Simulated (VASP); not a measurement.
# Sb (P6/mmm) in VASP: a series of runs

Sb is run at these levels: revPBE; tasks: single point, relaxation of cell and atoms.

Program: VASP 6.6.1. These are calculated values, not measurements. Logs are shortened: lines on timing, memory, paths and dates and some standing lists are left out, and cuts for length are marked.

### 1 The cell of the first run

It takes space group P6/mmm (No. 191, hexagonal). Conventional cell: a = 5.537 Å, b = 5.537 Å, c = 3.301 Å, α = 90.00°, β = 90.00°, γ = 120.00°. Within 4.3 Å of Sb (site symmetry 6/mmm) lie 14 Sb at 3.30 to 3.60 Å. Sb (site symmetry -6m2) has 11 Sb at 3.20 to 3.60 Å within 4.2 Å.

### 2 Single point, revPBE (volume scaled by 1.04)

Contents of INCAR:

```
PREC = Accurate ; ENCUT = 520
EDIFF = 1E-7 ; ISMEAR = -1
SIGMA = 0.1 ; LREAL = False
LASPH = True ; NELM = 80
ALGO = Normal ; ISIF = 2
LWAVE = False ; LCHARG = False
GGA = RE ; NBANDS = 14
```

Contents of KPOINTS:

```
regular mesh
0
Gamma
  8 8 11
```

Contents of POSCAR:

```
Sb
1.0
    5.5370966525      0.0000000000      0.0000000000
   -2.7685483262      4.7952663643      0.0000000000
    0.0000000000      0.0000000000      3.3014789136
Sb
3
Direct
    0.0000000000      1.0000000000      0.0000000000
    0.3333333333      0.6666666667      0.5000000000
    0.6666666667      0.3333333333      0.5000000000
```

Potentials or basis: VASP PAW PBE potentials, release 64 (Sb).

Run with:

```bash
> cat potpaw_PBE.64/Sb/POTCAR > POTCAR
> mpirun -np 1 vasp_std > vasp.out
```

OUTCAR:

```text
PREC = Accurate
   ENCUT = 520
   EDIFF = 1E-7
   ISMEAR = -1
   LREAL = False
   LASPH = True
   NELM = 80
   ISIF = 2
   GGA = RE

 ion  position               nearest neighbor table
   1  0.000  0.000  0.000-   2 3.60   3 3.60   2 3.60   3 3.60   2 3.60   2 3.60   3 3.60   3 3.60
                             3 3.60   3 3.60   2 3.60   2 3.60
   2  0.333  0.667  0.500-   3 3.20   3 3.20   3 3.20   1 3.60   1 3.60   1 3.60   1 3.60   1 3.60
                             1 3.60
   3  0.667  0.333  0.500-   2 3.20   2 3.20   2 3.20   1 3.60   1 3.60   1 3.60   1 3.60   1 3.60
                             1 3.60

  LATTYP: Found a hexagonal cell.
 ALAT       =     5.5370966525
 C/A-ratio  =     0.5962472972

  Lattice vectors:

 A1 = (   5.5370966525,   0.0000000000,   0.0000000000)
 A2 = (  -2.7685483262,   4.7952663643,   0.0000000000)
 A3 = (   0.0000000000,   0.0000000000,   3.3014789136)

Analysis of symmetry for initial positions (statically):
=====================================================================
 Subroutine PRICEL returns:
 Original cell was already a primitive cell.

 Routine SETGRP: Setting up the symmetry group for a
 hexagonal supercell.

 Subroutine GETGRP returns: Found 24 space group operations
 (whereof 24 operations were pure point group operations)
 out of a pool of 24 trial point group operations.

The static configuration has the point symmetry D_6h.

Analysis of symmetry for dynamics (positions and initial velocities):
=====================================================================
 Subroutine PRICEL returns:
 Original cell was already a primitive cell.

 Routine SETGRP: Setting up the symmetry group for a
 hexagonal supercell.

 Subroutine GETGRP returns: Found 24 space group operations
 (whereof 24 operations were pure point group operations)
 out of a pool of 24 trial point group operations.

The dynamic configuration has the point symmetry D_6h.

 Subroutine INISYM returns: Found 24 space group operations
 (whereof 24 operations are pure point group operations),
 and found     1 'primitive' translations

----------------------------------------------------------------------------------------

                                     Primitive cell

  volume of cell :      87.6604

  direct lattice vectors                    reciprocal lattice vectors
     5.537096652  0.000000000  0.000000000     0.180600062  0.104269495  0.000000000
    -2.768548326  4.795266364  0.000000000     0.000000000  0.208538989  0.000000000
     0.000000000  0.000000000  3.301478914     0.000000000  0.000000000  0.302894559

  length of vectors
     5.537096652  5.537096652  3.301478914     0.208538989  0.208538989  0.302894559

  position of ions in fractional coordinates (direct lattice)
     0.000000000  0.000000000  0.000000000
     0.333333333  0.666666667  0.500000000
     0.666666667  0.333333333  0.500000000

  ion indices of the primitive-cell ions
   primitive index   ion index
                 1           1
                 2           2
                 3           3

----------------------------------------------------------------------------------------

 KPOINTS: regular mesh

Automatic generation of k-mesh.
 Grid dimensions read from file:
 generate k-points for:    8    8   11

 Generating k-lattice:

  Cartesian coordinates                     Fractional coordinates (reciprocal lattice)
     0.022575008  0.013033687  0.000000000     0.125000000  0.000000000  0.000000000
     0.000000000  0.026067374  0.000000000     0.000000000  0.125000000  0.000000000
     0.000000000  0.000000000  0.027535869     0.000000000  0.000000000  0.090909091

  Length of vectors
     0.026067374  0.026067374  0.027535869

  Shift w.r.t. Gamma in fractional coordinates (k-lattice)
     0.000000000  0.000000000  0.000000000

 Subroutine IBZKPT returns following result:
 ===========================================

 Found     60 irreducible k-points:

 Following reciprocal coordinates:
            Coordinates               Weight
  0.000000  0.000000  0.000000      1.000000
  0.125000  0.000000  0.000000      6.000000
  0.250000  0.000000  0.000000      6.000000
  0.375000  0.000000  0.000000      6.000000
  0.500000  0.000000  0.000000      3.000000
  0.125000  0.125000  0.000000      6.000000
[... 16 lines left out ...]
  0.250000  0.000000  0.181818     12.000000
  0.375000  0.000000  0.181818     12.000000
 [... further k-points ...]
   k-points           NKPTS =     60   k-points in BZ     NKDIM =     60   number of bands    NBANDS=     14
   number of dos      NEDOS =    301   number of ions     NIONS =      3
   total plane-waves  NPLWV =  49392
   dimension x,y,z NGX =    42 NGY =   42 NGZ =   28
   dimension x,y,z NGXF=    84 NGYF=   84 NGZF=   56
   ions per type =               3
   NGX,Y,Z   is equivalent  to a cutoff of  12.61, 12.61, 14.10 a.u.
   NGXF,Y,Z  is equivalent  to a cutoff of  25.22, 25.22, 28.20 a.u.
 SYSTEM =  unknown system
   PREC   = accura    normal or accurate (medium, high low for compatibility)
   ISTART =      0    job   : 0-new  1-cont  2-samecut
   ICHARG =      2    charge: 1-file 2-atom 10-const
   ISPIN  =      1    spin polarized calculation?
   LNONCOLLINEAR =      F non collinear calculations
   LSORBIT =      F    spin-orbit coupling
   LASPH  =      T    aspherical Exc in radial PAW
   ENCUT  =  520.0 eV  38.22 Ry    6.18 a.u.  10.30 10.30  6.14*2*pi/ulx,y,z
   NELM   =     80;   NELMIN=  2; NELMDL= -5     # of ELM steps
   EDIFF  = 0.1E-06   stopping-criterion for ELM
   LREAL  =      F    real-space projection
   EDIFFG = 0.1E-05   stopping-criterion for IOM
   NSW    =      0    number of steps for IOM
   IBRION =     -1    ionic relax: 0-MD 1-quasi-New 2-CG
   NFREE  =      0    steps in history (QN), initial steepest desc. (CG)
   ISIF   =      2    stress and relaxation
   ISYM   =      2    0-nonsym 1-usesym 2-fastsym
   POTIM  = 0.5000    time-step for ionic-motion
   TEBEG  =    0.0;   TEEND  =   0.0 temperature during run
   PSTRESS=    0.0 pullay stress
   NELECT =      15.0000    total number of electrons
   NUPDOWN=      -1.0000    fix difference up-down
   EMIN   =  10.00;   EMAX   =-10.00  energy-range for DOS
   EFERMI =   0.00;   METHOD = LEGACY
   ISMEAR =    -1;   SIGMA  =   0.10  broadening in eV -4-tet -1-fermi 0-gaus
   EFERMI_NEDOS =   21; number of points for ismear=-14 and -15
   IALGO  =     38    algorithm
   IMIX   =      4    mixing-type and parameters
     AMIX     =   0.40;   BMIX     =  1.00
     AMIX_MAG =   1.60;   BMIX_MAG =  1.00
  volume/ion in A,a.u.               =      29.22       197.19
  Fermi-wavevector in a.u.,A,eV,Ry     =   0.908875  1.717525 11.239142  0.826054
  Thomas-Fermi vector in A             =   2.032853
   LORBIT       =      0    0 simple, 1 ext, 2 COOP (PROOUT), +10 PAW based schemes
   GGA     = RE    functional components
   LHFCALC =     F    Hartree Fock is set to
   AEXX    =    0.0000 exact exchange contribution
   IVDW    =     0    specifies the selected vdW correction
   LEPSILON=     F    determine dielectric tensor
   LRPA    =     F    only Hartree local field effects (RPA)
 non-spin polarized calculation
  energy-cutoff  :      520.00
  volume of cell :       87.66
 maximum number of plane-waves:      2385
 NGX is ok and might be reduce to    42
   NGX = 21   NGY = 21   NGZ = 13

 number of electron      15.0000001 magnetization

 Free energy of the ion-electron system (eV)
  ---------------------------------------------------
  ext. energy  EPLUGINS =         0.00000000
  ---------------------------------------------------
  free energy    TOTEN  =       -10.70263470 eV

  energy without entropy =      -10.63694797  energy(sigma->0) =      -10.66979133

 E-fermi :   7.4635     XC(G=0):  -9.8343

 val. band max:        7.4444207293   @ k =   0.3750   0.0000   0.3636
 cond. band min:       7.4835937781   @ k =   0.1250   0.1250   0.2727
 fundamental gap:      0.0391730488
 Fermi energy:         7.4635451675

 k-point     1 :       0.0000    0.0000    0.0000
  band No.  band energies     occupation
      1      -4.7717      2.00000
      2      -0.7096      2.00000
      3      -0.5000      2.00000
      4       3.8769      2.00000
      5       3.8769      2.00000
      6       4.1505      2.00000
      7       4.1505      2.00000
      8       9.0578      0.00000
      9      12.3129      0.00000
     10      12.3129      0.00000
     11      12.6735      0.00000
     12      12.6898      0.00000
     13      12.9627      0.00000
     14      17.5031      0.00000

 k-point     2 :       0.1250    0.0000    0.0000
  band No.  band energies     occupation
      1      -4.6731      2.00000
      2      -0.9041      2.00000
      3      -0.7171      2.00000
      4       3.2706      2.00000
      5       3.6295      2.00000
      6       4.9475      2.00000
      7       5.1919      2.00000
      8       9.1588      0.00000
      9      11.5196      0.00000
     10      12.0476      0.00000
     11      12.5042      0.00000
     12      12.5613      0.00000
     13      13.0594      0.00000
     14      16.9422      0.00000

 k-point     3 :       0.2500    0.0000    0.0000
  band No.  band energies     occupation
      1      -4.3787      2.00000
      2      -1.5695      2.00000
      3      -1.0235      2.00000
      4       2.7462      2.00000
      5       4.1160      2.00000
      6       6.0384      2.00000
      7       6.7894      1.99764
      8       9.4566      0.00000
      9       9.9071      0.00000
     10      11.2395      0.00000
     11      11.9869      0.00000
     12      12.3307      0.00000
     13      13.3370      0.00000
     14      15.8009      0.00000

 k-point     4 :       0.3750    0.0000    0.0000
  band No.  band energies     occupation
      1      -3.8949      2.00000
      2      -2.4266      2.00000
      3      -1.2242      2.00000
      4       2.4271      2.00000
      5       5.1574      2.00000
      6       7.2778      1.72989
      7       8.1356      0.00241
      8       8.5192      0.00005
      9       9.9353      0.00000
     10      10.0281      0.00000
     11      11.2825      0.00000
     12      12.1436      0.00000
     13      13.8036      0.00000
     14      14.5139      0.00000

 k-point     5 :       0.5000    0.0000    0.0000
  band No.  band energies     occupation
      1      -3.2867      2.00000
      2      -3.1770      2.00000
      3      -1.2952      2.00000
      4       2.3201      2.00000
      5       6.4323      1.99993
      6       6.6616      1.99934
      7       8.4496      0.00010
      8       8.8372      0.00000
      9       9.4375      0.00000
     10      10.5528      0.00000
     11      10.5737      0.00000
[... 276 lines left out ...]
 k-point    22 :       0.1250    0.0000    0.1818
  band No.  band energies     occupation
      1      -4.2414      2.00000
      2      -0.6103      2.00000
      3      -0.3253      2.00000
      4       3.6936      2.00000
      5       4.0205      2.00000
      6       5.3504      2.00000
      7       5.4989      2.00000
      8       6.4053      1.99995
      9       9.6356      0.00000
     10       9.8288      0.00000
     11      11.4197      0.00000
     12      11.5151      0.00000
     13      14.7082      0.00000
     14      14.8393      0.00000

 k-point    23 :       0.2500    0.0000    0.1818
  band No.  band energies     occupation
      1      -3.9493      2.00000
      2      -1.1959      2.00000
      3      -0.6674      2.00000
      4       3.1824      2.00000
      5       4.4187      2.00000
      6       6.3885      1.99996
      7       6.3969      1.99995
      8       7.4018      1.29935
      9       8.8073      0.00000
     10       9.5213      0.00000
     11      10.5332      0.00000
     12      10.9530      0.00000
     13      14.3924      0.00000
     14      14.9780      0.00000

 k-point    24 :       0.3750    0.0000    0.1818
  band No.  band energies     occupation
      1      -3.4704      2.00000
      2      -2.0220      2.00000
      3      -0.8658      2.00000
      4       2.8695      2.00000
      5       5.2981      2.00000
      6       7.0497      1.96861
      7       7.5565      0.56587
      8       7.5834      0.46337
      9       8.9411      0.00000
     10       9.2995      0.00000
     11       9.5199      0.00000
     12      10.0720      0.00000
     13      13.7549      0.00000
     14      14.9279      0.00000

 [... further k-points ...]
[... 5 lines left out ...]
  --------------------------------------------------------------------------------------
  -------------------------------------------------------------------------------------
  Total       -1.0254576     -1.0254576     -1.7539165     -0.0000000      0.0000000      0.0000000
  in kB      -18.7423876    -18.7423876    -32.0565010     -0.0000000      0.0000000      0.0000000
  external PRESSURE =     -23.1804254 kB  Pullay stress =       0.0000000 kB

 VOLUME and BASIS-vectors are now :
 -----------------------------------------------------------------------------
  energy-cutoff  :      520.00
  volume of cell :       87.66
      direct lattice vectors                 reciprocal lattice vectors
     5.537096652  0.000000000  0.000000000     0.180600062  0.104269495  0.000000000
    -2.768548326  4.795266364  0.000000000     0.000000000  0.208538989  0.000000000
     0.000000000  0.000000000  3.301478914     0.000000000  0.000000000  0.302894559

 POSITION                                       TOTAL-FORCE (eV/Angst)
 -----------------------------------------------------------------------------------
      0.00000      0.00000      0.00000        -0.000000      0.000000      0.000000
     -0.00000      3.19684      1.65074        -0.000000      0.000000      0.000000
      2.76855      1.59842      1.65074         0.000000     -0.000000     -0.000000
 -----------------------------------------------------------------------------------
    total drift:                               -0.000000      0.000000     -0.000000

  FREE ENERGIE OF THE ION-ELECTRON SYSTEM (eV)
  ---------------------------------------------------
  free  energy   TOTEN  =       -10.7026347022 eV

  energy  without entropy=      -10.6369479655  energy(sigma->0) =      -10.66979133
```

Wall time 91 s (1 thread of Intel Xeon 6975P-C, shared host); peak memory 0.24 GiB.

What came out:

- Free energy: -10.7026 eV
- Pressure: -2.3 GPa

Levels at points of the mesh, in eV from the Fermi level:
```csv
k point,band 4,band 5,band 6,band 7,band 8,band 9,band 10,band 11
"(0.00, 0.00, 0.00)",-3.59,-3.59,-3.31,-3.31,1.59,4.85,4.85,5.21
"(0.50, 0.00, 0.00)",-5.14,-1.03,-0.80,0.99,1.37,1.97,3.09,3.11
```

Caveat: the PAW data sets were made with another functional, which shifts forces and pressure a little; spin-orbit coupling is left out, which moves the levels of the heavy elements.

### 3 Single point, revPBE (volume scaled by 1.08)

Contents of INCAR:

```
SYSTEM = Sb
PREC = Accurate ; ENCUT = 520
EDIFF = 1E-7 ; ISMEAR = -1
SIGMA = 0.1 ; LREAL = .False.
LASPH = .True. ; NELM = 80
ALGO = Normal ; ISIF = 2
LWAVE = .False. ; LCHARG = .False.
GGA = RE ; NBANDS = 14
```

Contents of KPOINTS:

```
regular mesh
0
Gamma
  8 8 11
  0 0 0
```

Contents of POSCAR:

```
Sb
1.0
    5.6071939249      0.0000000000      0.0000000000
   -2.8035969624      4.8559723830      0.0000000000
    0.0000000000      0.0000000000      3.3432742229
Sb
3
Direct
    0.0000000000      1.0000000000      0.0000000000
    0.3333333333      0.6666666667      0.5000000000
    0.6666666667      0.3333333333      0.5000000000
```

Potentials or basis: VASP PAW PBE potentials, release 64 (Sb).

Run with:

```bash
> cat potpaw_PBE.64/Sb/POTCAR > POTCAR
> mpirun -np 1 vasp_std > vasp.out
```

It took 95 s on 1 thread of Intel Xeon 6975P-C, shared host; peak memory 0.24 GiB.

The run converged. Its results:

```
Free energy : -10.6369 eV
Pressure    : -3.9 GPa
```

Stress tensor (GPa, compression positive):
```
-3.50  0.00  0.00
 0.00 -3.50  0.00
 0.00  0.00 -4.60
```

Levels at points of the mesh, in eV from the Fermi level:
| k point | band 5 | band 6 | band 7 | band 8 | band 9 | band 10 |
| --- | --- | --- | --- | --- | --- | --- |
| (0.00, 0.00, 0.00) | -3.43 | -3.16 | -3.16 | 1.54 | 4.59 | 4.59 |
| (0.50, 0.00, 0.00) | -1.06 | -0.83 | 0.96 | 1.36 | 1.89 | 2.96 |

Caveat: the PAW data sets were made with another functional, which shifts forces and pressure a little; spin-orbit coupling is left out, which moves the levels of the heavy elements.

(Continued in part 2 of 2.)
